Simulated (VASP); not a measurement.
Set up this calculation in VASP 6.6.1, as the native input.

```
Task                   : relaxation of cell and atoms
Functional             : PBE
Potentials or basis    : VASP PAW PBE potentials, release 64 (C)
Cutoff                 : 600 eV
k mesh                 : 12 × 12 × 6
Occupations            : gaussian, width 0.02 eV
Spin                   : no spin polarisation
Dipole correction      : no
Further INCAR settings : ALGO = Normal; EDIFF = 1e-06; IBRION = 2; EDIFFG = -0.01; NSW = 100; ISIF = 3
```

The structure of C lies in POSCAR:

```
C
1.0
    2.8612988752      0.0000000000      0.0000000000
    0.0000000000      2.8612988752      0.0000000000
    0.0000000000      0.0000000000      7.1687782392
C
10
Direct
    0.5000000000      0.5000000000      0.0000000000
    0.5000000000      0.5000000000      0.5000000000
    0.1587874617      0.7090365530      0.6505256900
    0.8412125383      0.2909634470      0.6505256900
    0.7090365530      0.8412125383      0.3494743100
    0.2909634470      0.1587874617      0.3494743100
    0.1587874617      0.2909634470      0.1505256900
    0.8412125383      0.7090365530      0.1505256900
    0.7090365530      0.1587874617      0.8494743100
    0.2909634470      0.8412125383      0.8494743100
```

These files were run (other wordings do the same):

INCAR

```
ALGO = Normal
EDIFF = 1E-6
EDIFFG = -0.01
ENCUT = 600
GGA = PE
IBRION = 2
ISIF = 3
ISMEAR = 0
LASPH = T
LCHARG = F
LREAL = F
LWAVE = F
NELM = 100
NSW = 100
PREC = Accurate
SIGMA = 0.02
```

KPOINTS

```
k-points
0
Gamma
  12 12 6
```

Potentials or basis: VASP PAW PBE potentials, release 64 (C).

Launch:

```console
$ cat potpaw_PBE.64/C/POTCAR > POTCAR
$ mpirun -np 1 vasp_std > vasp.out
```

It gave:

- Relaxed volume: 5.88 Å³/atom
- Relaxed cell: a = 2.865 Å, b = 2.865 Å, c = 7.161 Å, α = 90.00°, β = 90.00°, γ = 90.00°
- Space group after relaxing (to 0.05 Å): P-4c2 (No. 116)
- Energy gained by relaxing: 0.0 meV/atom
- Ionic steps: 6
- Pressure after relaxing: 0.1 GPa
- Largest force after relaxing: 0.008 eV/Å
- Band gap on the k mesh: 0.51 eV, indirect (the least direct gap lies 0.7 meV higher)

Wall time 3.8 min on 1 thread of Intel(R) Xeon(R) 6975P-C (Granite Rapids) (shared host), peak memory 0.27 GiB.
